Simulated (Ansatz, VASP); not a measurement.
# Rh: VASP beside Ansatz

File INCAR:

```
SYSTEM = Rh
ALGO = Normal
EDIFF = 1E-6
ENCUT = 520
ISIF = 2
ISMEAR = -1
LASPH = .True.
LCHARG = .False.
LREAL = .False.
LWAVE = .False.
NBANDS = 14
NELM = 100
PREC = Accurate
SIGMA = 0.05
```

The input KPOINTS:

```
k-points
0
Gamma
  18 18 18
  0 0 0
```

Contents of POSCAR:

```
Rh
1.0
    0.0000000000      1.8902139830      1.8902139830
    1.8902139830      0.0000000000      1.8902139830
    1.8902139830      1.8902139830      0.0000000000
Rh
1
Direct
    0.0000000000      0.0000000000      0.0000000000
```

Input for Ansatz:

```yaml
crystal:
  lattice:
    - [0.0, 1.890213983, 1.890213983]
    - [1.890213983, 0.0, 1.890213983]
    - [1.890213983, 1.890213983, 0.0]
  atoms:
    - { symbol: Rh, position: [0.0, 0.0, 0.0] }
kpoints:
  mp_grid: { grid: [18, 18, 18] }
scf:
  occupations: { method: fermi_dirac, width: 0.05 }
hamiltonian:
  xc: lda
  pseudopotentials: { kind: all_electron, lapw: { basis_error: 0.0005 } }
output:
  forces: true
  stress: true
  eigenvalues: true
```

Change from the starting cell: volume scaled by 0.98.

Alike in both runs: task single point; functional LDA; k mesh 18 × 18 × 18; occupations fermi-dirac, width 0.05 eV; no spin polarisation.

|  | VASP | Ansatz |
| --- | --- | --- |
| version | VASP 6.6.1 | Ansatz 0.2.0 |
| potentials or method | VASP PAW LDA potentials, release 64 (Rh_pv), cutoff 520 eV | all-electron LAPW, scalar-relativistic |

Ansatz gave:

- pressure (GPa): -6.3

What did VASP give for the same quantities?

Pressure (GPa): -5.5.

LDA's correlation is that of Perdew and Zunger in VASP and of Perdew and Wang (1992) in Ansatz. Ansatz ran all-electron here, and VASP with PAW potentials.
